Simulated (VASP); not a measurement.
AlCu5, 6 atoms in the cell. It takes space group P-62m (No. 189, hexagonal). Conventional cell: a = 4.490 Å, b = 4.490 Å, c = 4.234 Å, α = 90.00°, β = 90.00°, γ = 120.00°. Al (site symmetry -62m) has 12 Cu at 2.59 Å within 3.4 Å. Cu (site symmetry m2m) has 10 Cu at 2.59 to 2.60 Å and 2 Al at 2.59 Å within 3.4 Å. Within 3.4 Å of Cu (site symmetry -6) lie 9 Cu at 2.59 Å and 3 Al at 2.59 Å. The cell was built from a structure type or drawn by symmetry, and may not be a known phase.

| Item | Value |
| --- | --- |
| Program | VASP 6.6.1 |
| Task | single point |
| Functional | PBE |
| Potentials or basis | VASP PAW PBE potentials, release 64 (Al, Cu) |
| Cutoff | 520 eV |
| k mesh | 12 × 12 × 10 |
| Occupations | gaussian, width 0.1 eV |
| Spin | no spin polarisation |
| Dipole correction | no |
| Further INCAR settings | ALGO = Fast; EDIFF = 1e-06; NBANDS = 38 |

Potentials or basis: VASP PAW PBE potentials, release 64 (Al, Cu).

The run is started by

```sh
$ cat potpaw_PBE.64/Al/POTCAR potpaw_PBE.64/Cu/POTCAR > POTCAR
$ mpirun -np 1 vasp_std > vasp.out
```

Hardware: 1 thread of Intel Xeon 8259CL, on a shared host.

Question: How long does it take, and how much memory?

Answer: Run time: 9.5 min on 1 thread of Intel Xeon 8259CL, on a shared host, peak memory 0.37 GiB. Counts: scf iterations 16, k points 114.
